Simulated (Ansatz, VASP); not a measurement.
# Two plane-wave programs on Y

File INCAR:

```
PREC = Accurate
ENCUT = 520
EDIFF = 1E-7
ISMEAR = 1
SIGMA = 0.6
LREAL = F
LASPH = T
NELM = 100
ALGO = Normal
ISIF = 2
LWAVE = F
LCHARG = F
GGA = PE
NBANDS = 18
```

The input KPOINTS:

```
Automatic mesh
0
Gamma
  10 10 6
```

The input POSCAR:

```
Y
1.0
    3.6535431712      0.0000000000      0.0000000000
   -1.8267715856      3.1640612001      0.0000000000
    0.0000000000      0.0000000000      5.6988610241
Y
2
Direct
    0.3333333333      0.6666666667      0.2500000000
    0.6666666667      0.3333333333      0.7500000000
```

Input for Ansatz:

```yaml
crystal:
  lattice:
    - [3.6535431712, 0.0, 0.0]
    - [-1.8267715856, 3.1640612001, 0.0]
    - [0.0, 0.0, 5.6988610241]
  atoms:
    - { symbol: "Y", position: [0.3333333333, 0.6666666667, 0.25] }
    - { symbol: "Y", position: [0.6666666667, 0.3333333333, 0.75] }
hamiltonian:
  xc: pbe
  pseudopotentials:
    kind: paw
    azcp:
      "Y": "pseudopotentials/Y.paw.azcp"
basis:
  ecutwfc: 420
  fft_grid_basis: typed
kpoints:
  mp_grid: { grid: [10, 10, 6], shift: [0, 0, 0] }
magnetization:
  spin_polarized: false
scf:
  occupations: { method: cold, width: 0.6 }
  lower_state_search: "off"
output:
  stress: true
  write_density: true
  write_potential: true
  elf: true
  volumetric_format: npy
```

Alike in both runs: task single point; functional PBE; k mesh 10 × 10 × 6; no spin polarisation.

```csv
,VASP,Ansatz
version,VASP 6.6.1,Ansatz 0.2.0
potentials or method,"VASP PAW PBE potentials, release 64 (Y_sv), cutoff 520 eV","plane waves (420 eV) with PAW, scalar-relativistic"
occupations,"methfessel-paxton of order 1, width 0.6 eV","cold, width 0.6 eV"
valence electrons in the cell,22,22
```

```tsv
	VASP	Ansatz	Ansatz less VASP
pressure (GPa)	-0.2	-0.1	+0.12
traceless stress, the component that is largest in VASP (GPa)	0.18	0.47	+0.282
```
